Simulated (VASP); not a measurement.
ZrH: single point with PBEsol

Crystal: ZrH.

```
Zr H
1.0
     3.22621    0.00000    0.00000
     0.00000    3.22621    0.00000
     0.00000    0.00000    5.02637
Zr H
2 2
Cartesian
  0.0000 1.6131 0.0000
  1.6131 0.0000 2.5132
  0.0000 0.0000 3.7698
  0.0000 0.0000 1.2566
```

```json
{
 "Program": "VASP 6.6.1",
 "Task": "single point",
 "Functional": "PBEsol",
 "Potentials or basis": "VASP PAW PBE potentials, release 64 (Zr_sv, H)",
 "Cutoff": "520 eV",
 "k mesh": "14 × 14 × 8",
 "Occupations": "gaussian, width 0.1 eV",
 "Spin": "no spin polarisation",
 "Dipole correction": "no",
 "Further INCAR settings": "ALGO = Normal; EDIFF = 1e-06; NBANDS = 21"
}
```

```json
{"Pressure": "-3.4 GPa", "Band gap on the k mesh": "zero (bands 13 and 14 overlap by 0.89 eV)"}
```

Levels at points of the mesh, in eV from the Fermi level:
```
           k point  band 10  band 11  band 12  band 13  band 14  band 15  band 16  band 17
(0.00, 0.00, 0.00)    -3.51    -2.98    -2.80    -0.03     0.77     0.77     2.12     3.48
(0.50, 0.00, 0.00)    -5.39    -1.91    -0.78    -0.54    -0.23     1.74     1.98     2.34
(0.50, 0.50, 0.00)    -3.78    -2.87    -2.87    -1.82     2.94     3.86     4.29     4.29
(0.00, 0.00, 0.50)    -6.66    -1.71    -1.71    -0.05    -0.05     1.86     1.86     2.44
(0.50, 0.00, 0.50)    -3.96    -2.74    -0.21     0.20     0.55     0.71     1.20     3.99
(0.50, 0.50, 0.50)    -5.37    -1.97    -1.97    -0.28    -0.28     1.57     1.57     5.24
```

It took 59 s on 1 thread of Intel(R) Xeon(R) Platinum 8559C (Emerald Rapids), with other jobs on the host, peak memory 0.28 GiB.

Caveat: the cell stands under tension; the PAW data sets were made with another functional, which shifts forces and pressure a little.
